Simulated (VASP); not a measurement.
Here is a VASP 6.6.1 calculation.

Contents of INCAR:

```
PREC = Accurate
ENCUT = 500
EDIFF = 1E-6
ISMEAR = -1
SIGMA = 0.05
LREAL = F
LASPH = T
NELM = 120
ALGO = Normal
ISIF = 2
LWAVE = F
LCHARG = F
GGA = B5
ALDAX = 1.0
AGGAX = 1.0
AGGAC = 1.0
ALDAC = 0.0
IVDW = 12
VDW_S6 = 1.0
VDW_S8 = 2.6996
VDW_A1 = 0.4298
VDW_A2 = 4.2359
NBANDS = 15
GGA_COMPAT = F
```

Contents of KPOINTS:

```
regular mesh
0
Gamma
  12 12 12
```

File POSCAR:

```
Pt
1.0
   -1.5713192223      1.5713192223      1.5713192223
    1.5713192223     -1.5713192223      1.5713192223
    1.5713192223      1.5713192223     -1.5713192223
Pt
1
Direct
    0.0000000000      0.0000000000      0.0000000000
```

Potentials or basis: VASP PAW PBE potentials, release 64 (Pt_sv_GW).

Command:

```sh
$ cat potpaw_PBE.64/Pt_sv_GW/POTCAR > POTCAR
$ mpirun -np 1 vasp_std > vasp.out
```

Problem. Estimate the pressure.

Solution. -1.7 GPa.

Problem. Predict the dispersion energy per atom.

Solution. -1.758 eV.

Caveat: the PAW data sets were made with another functional, which shifts forces and pressure a little; pairwise dispersion overbinds metals, which lowers pressure and volume.
